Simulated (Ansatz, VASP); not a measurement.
One calculation of Si, two programs

INCAR

```
SYSTEM = Si
PREC     = Accurate       ! precision mode
ENCUT    = 520            ! plane-wave cutoff, eV
EDIFF    = 1E-7           ! SCF threshold, eV
ISMEAR   = -1             ! smearing method
SIGMA    = 0.05           ! smearing width, eV
LREAL    = .False.        ! projectors in reciprocal space
LASPH    = .True.         ! aspherical terms in the spheres
NELM     = 80             ! most SCF steps
ALGO     = Normal         ! electronic algorithm
ISIF     = 2              ! what is computed and relaxed
LWAVE    = .False.        ! write WAVECAR
LCHARG   = .True.         ! write CHGCAR
GGA      = PE             ! functional
LELF     = .True.         ! ELF
LVHAR    = .True.       
NBANDS   = 11             ! bands
```

File KPOINTS:

```
regular mesh
0
Gamma
  10 10 10
  0 0 0
```

The input POSCAR:

```
Si
1.0
    0.0000000000      2.7135600000      2.7135600000
    2.7135600000      0.0000000000      2.7135600000
    2.7135600000      2.7135600000      0.0000000000
Si
2
Direct
    0.7275000000      0.7275000000      0.7275000000
    0.5225000000      0.5225000000      0.5225000000
```

Input for Ansatz:

```yaml
crystal:
  lattice:
    - [0.0, 2.71356, 2.71356]
    - [2.71356, 0.0, 2.71356]
    - [2.71356, 2.71356, 0.0]
  atoms:
    - { symbol: Si, position: [0.7275, 0.7275, 0.7275] }
    - { symbol: Si, position: [0.5225, 0.5225, 0.5225] }
kpoints:
  mp_grid: { grid: [10, 10, 10] }
scf:
  occupations: { method: fermi_dirac, width: 0.05 }
hamiltonian:
  xc: pbe
  pseudopotentials: { kind: all_electron, lapw: { basis_error: 0.001 } }
output:
  forces: true
  stress: true
  eigenvalues: true
  populations: true
```

Change from the starting cell: shortest bond scaled by 0.82, LAPW.

Alike in both runs: task single point; functional PBE; k mesh 10 × 10 × 10; occupations fermi-dirac, width 0.05 eV; no spin polarisation.

|  | VASP | Ansatz |
| --- | --- | --- |
| version | VASP 6.6.1 | Ansatz 0.2.0 |
| potentials or method | VASP PAW PBE potentials, release 64 (Si), cutoff 520 eV | all-electron LAPW, scalar-relativistic |

```csv
,VASP,Ansatz,Ansatz less VASP
pressure (GPa),13.2,13.3,+0.12
"traceless stress, the component that is largest in VASP (GPa)",19.06,19.19,+0.126
rms of the force components (eV/Å),5.785,5.816,+0.0311
```

Atom by atom the forces differ by 0.031 eV/Å (rms over components). Ansatz ran all-electron here, and VASP with PAW potentials.
